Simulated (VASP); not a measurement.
**BN: single point with r2SCAN**

Crystal: BN.

```
B N
1.0
    -2.54397    0.00000    0.00000
    -1.27198   -2.20314    0.00000
    -3.49808   -2.01962   12.62323
B N
6 6
Direct
  0.60945 0.60945 0.06242
  0.30388 0.30388 0.39575
  0.99832 0.99832 0.72908
  0.51220 0.51220 0.89575
  0.12333 0.12333 0.22908
  0.81777 0.81777 0.56242
  0.80721 0.80721 0.93755
  0.41835 0.41835 0.27088
  0.11278 0.11278 0.60422
  0.62666 0.62666 0.77088
  0.23780 0.23780 0.10422
  0.93223 0.93223 0.43755
```

This cell differs from its parent crystal: the part above a cut slid along it.

```yaml
Program: VASP 6.6.1
Task: single point
Functional: r2SCAN
Potentials_or_basis: VASP PAW PBE potentials, release 64 (B, N)
Cutoff: 520 eV
k_mesh: 10 × 10 × 2
Occupations: gaussian, width 0.05 eV
Spin: no spin polarisation
Dipole_correction: no
Further_INCAR_settings: ALGO = Normal; EDIFF = 1e-07; NBANDS = 36
```

```
Pressure               : 1.0 GPa
Largest force          : 1.914 eV/Å
Band gap on the k mesh : 5.81 eV (least direct gap 8.21 eV)
```

Forces in eV/Å, atoms in the order of the input:
```
B   -1.657 -0.957 -0.037
B    0.000  0.000  0.036
B    0.015  0.009  0.037
B    0.182  0.105 -0.016
B   -0.076 -0.044  0.060
B    0.001  0.001  0.034
N    1.490  0.860 -0.002
N    0.000  0.000 -0.032
N    0.001  0.001 -0.036
N    0.085  0.049 -0.073
N   -0.041 -0.024  0.062
N   -0.001  0.000 -0.034
```

Stress tensor (GPa, compression positive):
```
-0.57 -1.81 -7.49
-1.81  1.52 -4.32
-7.49 -4.32  2.02
```

Levels at points of the mesh, in eV from the valence-band top:
```csv
k point,band 20,band 21,band 22,band 23,band 24,band 25,band 26,band 27,band 28,band 29
"(0.00, 0.00, 0.00)",-0.64,-0.63,-0.27,-0.03,0.00,8.74,8.90,9.24,9.39,9.67
"(0.50, 0.00, 0.00)",-3.91,-3.78,-3.44,-2.55,-2.48,6.88,7.21,7.30,7.37,7.80
"(0.50, 0.50, 0.00)",-3.61,-3.21,-3.17,-2.87,-2.24,5.97,7.17,7.27,7.41,7.61
"(0.00, 0.00, 0.50)",-1.05,-0.36,-0.25,-0.19,-0.14,8.76,9.02,9.25,9.25,9.66
"(0.50, 0.00, 0.50)",-3.65,-3.38,-3.14,-2.99,-2.26,6.78,7.22,7.28,7.40,7.50
"(0.50, 0.50, 0.50)",-3.95,-3.88,-3.11,-2.56,-2.48,6.12,7.24,7.32,7.42,7.56
```

Wall time 4.9 min on 1 thread of Intel(R) Xeon(R) 6975P-C (Granite Rapids), on a shared host, peak memory 0.26 GiB.

Caveat: the cell differs from its parent crystal (the part above a cut slid along it); the PAW data sets were made with another functional, which shifts forces and pressure a little. A k mesh can miss the band edges.
